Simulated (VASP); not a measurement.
Here is a VASP 6.6.1 calculation.

File POSCAR:

```
MgB2
1.0
    3.1062196689      0.0000000000      0.0000000000
   -1.5531098345      2.6900651430      0.0000000000
    0.0000000000      0.0000000000      3.5603519882
Mg B
1 2
Direct
    0.0000000000      0.0000000000      0.0000000000
    0.3333333333      0.6666666667      0.5000000000
    0.6666666667      0.3333333333      0.5000000000
```

Contents of INCAR.step1:

```
SYSTEM = MgB2
PREC     = Accurate       ! precision mode
ENCUT    = 520            ! plane-wave cutoff, eV
ISMEAR   = 0              ! smearing method
SIGMA    = 0.05           ! smearing width, eV
LREAL    = .FALSE.        ! projectors in reciprocal space
LASPH    = .TRUE.         ! aspherical terms in the spheres
NELM     = 60             ! most SCF steps
NBANDS   = 11             ! bands
GGA      = PE             ! functional
ALGO     = Normal         ! electronic algorithm
EDIFF    = 1E-4           ! SCF threshold, eV
LWAVE    = .TRUE.         ! write WAVECAR
LCHARG   = .FALSE.        ! write CHGCAR
```

Contents of INCAR.step2:

```
SYSTEM = MgB2
PREC     = Accurate       ! precision mode
ENCUT    = 520            ! plane-wave cutoff, eV
EDIFF    = 1E-6           ! SCF threshold, eV
ISMEAR   = 0              ! smearing method
SIGMA    = 0.05           ! smearing width, eV
LREAL    = .FALSE.        ! projectors in reciprocal space
LASPH    = .TRUE.         ! aspherical terms in the spheres
NELM     = 60             ! most SCF steps
ALGO     = Normal         ! electronic algorithm
ISIF     = 2              ! what is computed and relaxed
LWAVE    = .FALSE.        ! write WAVECAR
LCHARG   = .FALSE.        ! write CHGCAR
METAGGA  = R2SCAN         ! meta-GGA
LMIXTAU  = .TRUE.       
NBANDS   = 11             ! bands
ISTART   = 1
```

File KPOINTS:

```
Automatic mesh
0
G
  8 8 6
  0 0 0
```

Potentials or basis: VASP PAW PBE potentials, release 64 (Mg, B).

The run is started by

```console
$ cat potpaw_PBE.64/Mg/POTCAR potpaw_PBE.64/B/POTCAR > POTCAR
$ cp INCAR.step1 INCAR
$ mpirun -np 1 vasp_std > vasp.out
$ cp INCAR.step2 INCAR
$ mpirun -np 1 vasp_std > vasp.out
```

Problem. Estimate the band gap on the k mesh.

Solution. Zero (bands 4 and 5 overlap by 2.58 eV).

Problem. Estimate the pressure.

Solution. -5.8 GPa.

Stress tensor (GPa, compression positive):
```
-5.69  0.00  0.00
 0.00 -5.69  0.00
 0.00  0.00 -6.04
```

Caveat: the cell stands under tension; the PAW data sets were made with another functional, which shifts forces and pressure a little.
